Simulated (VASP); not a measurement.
Runs of VASP 6.6.1 on CO2. The structure is that of space group Pa-3 (No. 205), or close to it. The cells are those of the table. 

```tsv
task	cell	cutoff (eV)	smearing	gap on the mesh (eV)	pressure (GPa)	largest force (eV/Å)
relaxation of cell and atoms	relaxed to 1.74 GPa from a = 5.436 Å, 12 atoms	600	gaussian 0.1 eV	(b)	1.2	0.02
single point	a = 5.430 Å, 12 atoms	520	gaussian 0.02 eV	6.88	3.4	0.64
single point	a = 5.436 Å, 12 atoms	520	gaussian 0.1 eV	6.88	3.4	(a)
relaxation of cell and atoms	relaxed to 1.74 GPa from a = 5.436 Å, 12 atoms	600	gaussian 0.01 eV	6.86	1.7	-
relaxation of the atoms	atoms relaxed from a = 5.825 Å, 12 atoms	520	gaussian 0.02 eV	6.63	-0.5	-
```

Alike in all rows: level PBE+D3(BJ); potentials or basis VASP PAW PBE potentials, release 64 (C, O); no spin polarisation; k mesh 4 × 4 × 4.

Q: Fill in the values left out.

A: (a) 0.66; (b) 6.82.

Caveats: the cell is relaxed towards a set pressure, so the enthalpy falls and the energy may rise (some runs); the relaxation stopped at a loose force limit of 0.05 eV/Å, so its end isn't a converged minimum (some runs).

A k mesh can miss the band edges.
